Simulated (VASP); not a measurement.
Set up this calculation in VASP 6.6.1, as the native input.

```yaml
Task: single point
Functional: PBE
Potentials_or_basis: VASP PAW PBE potentials, release 64 (Sm_3, B, Rh_pv), 4f in core
Cutoff: 500 eV
k_mesh: 4 × 4 × 4
Occupations: gaussian, width 0.1 eV
Spin: no spin polarisation
Dipole_correction: no
Mended: yes
Further_INCAR_settings: ALGO = Normal; EDIFF = 1e-06; NBANDS = 34
```

The structure of Sm3BRh lies in POSCAR:

```
Sm3BRh
1.0
    5.3032210763      0.0000000000      0.0000000000
    0.0000000000      5.3032210763      0.0000000000
    0.0000000000      0.0000000000      5.3032210763
Sm B Rh
3 1 1
Direct
    0.5000000000      0.0000000000      0.0000000000
    0.0000000000      0.5000000000      0.0000000000
    0.0000000000      0.0000000000      0.5000000000
    0.5000000000      0.5000000000      0.5000000000
    0.0000000000      0.0000000000      0.0000000000
```

The cell was built from a structure type or drawn by symmetry, and may not be a known phase.

One way to write it, as run:

INCAR

```
SYSTEM = Sm3BRh
ALGO = Normal
EDIFF = 1E-6
ENCUT = 500
GGA = PE
GGA_COMPAT = .FALSE.
ISIF = 2
ISMEAR = 0
LASPH = .TRUE.
LCHARG = .TRUE.
LELF = .TRUE.
LMAXMIX = 6
LREAL = .FALSE.
LVHAR = .TRUE.
LWAVE = .FALSE.
NBANDS = 34
NELM = 200
PREC = Accurate
SIGMA = 0.1
```

KPOINTS

```
k-points
0
G
  4 4 4
  0 0 0
```

Potentials or basis: VASP PAW PBE potentials, release 64 (Sm_3, B, Rh_pv), 4f in core.

The run is started by

```bash
$ cat potpaw_PBE.64/Sm_3/POTCAR potpaw_PBE.64/B/POTCAR potpaw_PBE.64/Rh_pv/POTCAR > POTCAR
$ mpirun -np 1 vasp_std > vasp.out
```

It gave:

```yaml
Pressure: 0.5 GPa
Band_gap_on_the_k_mesh: zero (an odd number of electrons rules out a gap without spin polarisation)
```

Caveat: spin-orbit coupling is left out, which moves the levels of the heavy elements; the 4f electrons are frozen in the core, so they carry no moment and show no levels.

Wall time 25 s on 1 thread of Intel(R) Xeon(R) 6975P-C (Granite Rapids), on a shared host, peak memory 0.27 GiB.
